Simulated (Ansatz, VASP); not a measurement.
**One calculation of SiC, two programs**

INCAR

```
SYSTEM = SiC
PREC = Accurate
ENCUT = 520
EDIFF = 1E-6
ISMEAR = 0
SIGMA = 0.05
LREAL = .False.
LASPH = .True.
NELM = 100
ALGO = Normal
ISIF = 2
LWAVE = .False.
LCHARG = .False.
GGA = CA
NBANDS = 11
```

File KPOINTS:

```
regular mesh
0
Gamma
  12 12 12
  0 0 0
```

File POSCAR:

```
SiC
1.0
    0.0570675000      2.1740000000      2.1740000000
    2.2310675000      0.0000000000      2.2310675000
    2.1740000000      2.1740000000      0.0570675000
Si C
1 1
Direct
    0.0000000000      0.0000000000      0.0000000000
    0.7500000000      0.7500000000      0.7500000000
```

Input for Ansatz:

```yaml
crystal:
  lattice:
    - [0.0570675, 2.174, 2.174]
    - [2.2310675, 0.0, 2.2310675]
    - [2.174, 2.174, 0.0570675]
  atoms:
    - { symbol: Si, position: [0.0, 0.0, 0.0] }
    - { symbol: C, position: [0.75, 0.75, 0.75] }
basis:
  ecutwfc: 420
kpoints:
  mp_grid: { grid: [12, 12, 12] }
hamiltonian:
  xc: lda
scf:
  occupations: { method: gaussian, width: 0.05 }
output:
  forces: true
  stress: true
  eigenvalues: true
```

Change from the starting cell: strain +0.0525 x Voigt [0, 0, 0, 0, 1, 0], atoms carried along.

Alike in both runs: task single point; functional LDA; k mesh 12 × 12 × 12; occupations gaussian, width 0.05 eV; no spin polarisation.

|  | VASP | Ansatz |
| --- | --- | --- |
| version | VASP 6.6.1 | Ansatz 0.2.0 |
| potentials or method | VASP PAW LDA potentials, release 64 (Si, C), cutoff 520 eV | scalar-relativistic, plane waves, PAW |
| valence electrons in the cell | 8 | 8 |

Ansatz gave:

- gap on the k mesh at the Fermi level (eV): 1.05
- least direct gap on the mesh (eV): 3.99
- pressure (GPa): -2.2
- traceless stress, the component that is largest in VASP (GPa): -14.35
- rms of the force components (eV/Å): 0.244

**Question.** What did VASP give for the same quantities?

**Answer.** gap on the k mesh at the Fermi level (eV): 1.03; least direct gap on the mesh (eV): 3.98; pressure (GPa): -1.7; traceless stress, the component that is largest in VASP (GPa): -14.42; rms of the force components (eV/Å): 0.246.

LDA's correlation is that of Perdew and Zunger in VASP and of Perdew and Wang (1992) in Ansatz. Atom by atom the forces differ by 0.002 eV/Å (rms over components).
